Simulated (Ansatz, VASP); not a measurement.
## TePb in VASP and in Ansatz

File INCAR:

```
SYSTEM = TePb
ALGO     = Normal         ! electronic algorithm
EDIFF    = 1E-6           ! SCF threshold, eV
ENCUT    = 500            ! plane-wave cutoff, eV
GGA      = PE             ! functional
GGA_COMPAT= .FALSE.      
ISIF     = 2              ! what is computed and relaxed
ISMEAR   = 0              ! smearing method
LASPH    = .TRUE.         ! aspherical terms in the spheres
LCHARG   = .TRUE.         ! write CHGCAR
LELF     = .TRUE.         ! ELF
LREAL    = .FALSE.        ! projectors in reciprocal space
LVHAR    = .TRUE.       
LWAVE    = .FALSE.        ! write WAVECAR
NBANDS   = 17             ! bands
NELM     = 120            ! most SCF steps
PREC     = Accurate       ! precision mode
SIGMA    = 0.02           ! smearing width, eV
```

KPOINTS

```
k-points
0
G
  8 8 8
  0 0 0
```

Contents of POSCAR:

```
TePb
1.0
    0.0000000000      3.1489698140      3.1489698140
    3.1489698140      0.0000000000      3.1489698140
    3.1489698140      3.1489698140      0.0000000000
Te Pb
1 1
Direct
    0.5000000000      0.5000000000      0.5000000000
    0.0000000000      0.0000000000      0.0000000000
```

Input for Ansatz:

```yaml
crystal:
  lattice:
    - [0.0, 3.148969814, 3.148969814]
    - [3.148969814, 0.0, 3.148969814]
    - [3.148969814, 3.148969814, 0.0]
  atoms:
    - { symbol: Te, position: [0.5, 0.5, 0.5] }
    - { symbol: Pb, position: [0.0, 0.0, 0.0] }
basis:
  ecutwfc: 420
kpoints:
  mp_grid: { grid: [8, 8, 8] }
hamiltonian:
  xc: pbe
scf:
  occupations: { method: gaussian, width: 0.02 }
output:
  forces: true
  stress: true
  eigenvalues: true
  write_density: true
  write_potential: true
  elf: true
  volumetric_format: npy
```

Alike in both runs: task single point; functional PBE; k mesh 8 × 8 × 8; occupations gaussian, width 0.02 eV; no spin polarisation.

|  | VASP | Ansatz |
| --- | --- | --- |
| version | VASP 6.6.1 | Ansatz 0.2.0 |
| potentials or method | VASP PAW PBE potentials, release 64 (Te, Pb_d), cutoff 500 eV | scalar-relativistic, plane waves, PAW |
| valence electrons in the cell | 20 | 30 |

VASP gave:

* gap on the k mesh at the Fermi level (eV): 0.55
* least direct gap on the mesh (eV): 0.55
* pressure (GPa): 6.4

Q: What did Ansatz give for the same quantities?

A: gap on the k mesh at the Fermi level (eV): 0.54; least direct gap on the mesh (eV): 0.54; pressure (GPa): 6.5.

VASP's potentials hold 20 valence electrons a cell and Ansatz's 30, so a difference there can come from the potentials and not from the codes.

Spin-orbit coupling is off throughout.
